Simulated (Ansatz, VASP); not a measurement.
# C in VASP and in Ansatz

INCAR

```
PREC = Accurate
ENCUT = 520
EDIFF = 1E-6
ISMEAR = 0
SIGMA = 0.1
LREAL = False
LASPH = True
NELM = 60
ALGO = Normal
ISIF = 2
LWAVE = False
LCHARG = True
GGA = PE
LELF = True
LVHAR = True
NBANDS = 21
```

The input KPOINTS:

```
regular mesh
0
Gamma
  6 6 6
```

Contents of POSCAR:

```
C
1.0
    0.0000000000      4.9558379500      1.6377032800
    2.5424914600      0.0000000000      1.6377032800
    2.5424914600      4.9558379500      0.0000000000
C
6
Direct
    0.2431710100      0.2431710100      0.2568289900
    0.9931710100      0.9931710100      0.0068289900
    0.9870180000      0.5116720200      0.2334170000
    0.5116720200      0.9870180000      0.2678929800
    0.9821070200      0.0165830000      0.7383279800
    0.0165830000      0.9821070200      0.2629820000
```

Input for Ansatz:

```yaml
crystal:
  lattice:
    - [0.0, 4.95583795, 1.63770328]
    - [2.54249146, 0.0, 1.63770328]
    - [2.54249146, 4.95583795, 0.0]
  atoms:
    - { symbol: C, position: [0.24317101, 0.24317101, 0.25682899] }
    - { symbol: C, position: [0.99317101, 0.99317101, 0.00682899] }
    - { symbol: C, position: [0.987018, 0.51167202, 0.233417] }
    - { symbol: C, position: [0.51167202, 0.987018, 0.26789298] }
    - { symbol: C, position: [0.98210702, 0.016583, 0.73832798] }
    - { symbol: C, position: [0.016583, 0.98210702, 0.262982] }
basis:
  ecutwfc: 420
kpoints:
  mp_grid: { grid: [6, 6, 6] }
hamiltonian:
  xc: pbe
scf:
  occupations: { method: gaussian, width: 0.1 }
  lower_state_search: "off"
output:
  forces: true
  stress: true
  eigenvalues: true
```

Alike in both runs: task single point; functional PBE; k mesh 6 × 6 × 6; occupations gaussian, width 0.1 eV; no spin polarisation.

|  | VASP | Ansatz |
| --- | --- | --- |
| version | VASP 6.6.1 | Ansatz 0.2.0 |
| potentials or method | VASP PAW PBE potentials, release 64 (C), cutoff 520 eV | scalar-relativistic, plane waves, PAW |
| valence electrons in the cell | 24 | 24 |

Ansatz gave:

- gap on the k mesh at the Fermi level (eV): 0.11
- least direct gap on the mesh (eV): 1.44
- pressure (GPa): 17.7
- traceless stress, the component that is largest in VASP (GPa): -20.56
- rms of the force components (eV/Å): 1.492

Q: What did VASP give for the same quantities?

A: gap on the k mesh at the Fermi level (eV): 0.11; least direct gap on the mesh (eV): 1.44; pressure (GPa): 18.2; traceless stress, the component that is largest in VASP (GPa): -20.22; rms of the force components (eV/Å): 1.486.

Atom by atom the forces differ by 0.007 eV/Å (rms over components). The functional is the same, so the differences come from potentials, cutoffs and numerics.
